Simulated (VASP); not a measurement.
Wanted: the native input for a VASP 6.6.1 run.

| Item | Value |
| --- | --- |
| Task | single point |
| Functional | PBE |
| Potentials or basis | VASP PAW PBE potentials, release 64 (Al, N) |
| Cutoff | 520 eV |
| k mesh | 8 × 6 × 4 |
| Occupations | gaussian, width 0.05 eV |
| Spin | no spin polarisation |
| Dipole correction | no |
| Further INCAR settings | ALGO = Normal; EDIFF = 1e-06; NBANDS = 26 |

The structure of AlN lies in POSCAR:

```
AlN
1.0
   -1.6567491617      2.8695737234      0.0000000000
    0.0000000000      0.0000000000      4.1874629526
    4.9702474850      2.8695737234      0.0000000000
Al N
4 4
Direct
    0.7026848783      0.7500000000      0.1835265922
    0.0000000000      0.7500000000      0.6666666667
    0.0000000000      0.2500000000      0.3333333333
    0.5000000000      0.2500000000      0.8333333333
    0.5000000000      0.2500000000      0.1666666667
    0.0000000000      0.2500000000      0.6666666667
    0.0000000000      0.7500000000      0.3333333333
    0.5000000000      0.7500000000      0.8333333333
```

This cell differs from its parent crystal: atom 1 (Al) moved by -0.252 Å along [1 0 0] and +0.630 Å along [1 2 0].

These files were run (other wordings do the same):

INCAR

```
ALGO = Normal ; EDIFF = 1E-6
ENCUT = 520 ; GGA = PE
ISIF = 2 ; ISMEAR = 0
LASPH = True ; LCHARG = True
LELF = True ; LREAL = False
LVHAR = True ; LWAVE = False
NBANDS = 26 ; NELM = 100
PREC = Accurate ; SIGMA = 0.05
```

KPOINTS

```
k-points
0
Gamma
  8 6 4
```

Potentials or basis: VASP PAW PBE potentials, release 64 (Al, N).

The run is started by

```console
$ cat potpaw_PBE.64/Al/POTCAR potpaw_PBE.64/N/POTCAR > POTCAR
$ mpirun -np 1 vasp_std > vasp.out
```

Results of the run:

* Pressure: 29.5 GPa
* Largest force: 39.911 eV/Å
* Band gap on the k mesh: 2.86 eV

Caveat: the cell differs from its parent crystal (atom 1 (Al) moved by -0.252 Å along [1 0 0] and +0.630 Å along [1 2 0]); atoms lie so close that the PAW spheres overlap strongly, which falsifies energies and pressures; the stress differs along the axes, from 0 to 86 GPa; forces of over 1 eV/Å act on the atoms, so gaps and moduli don't describe the material at rest.

It took 98 s on 1 thread of AMD EPYC 9R45 96-Core Processor (Zen 5) (shared host), peak memory 0.23 GiB.
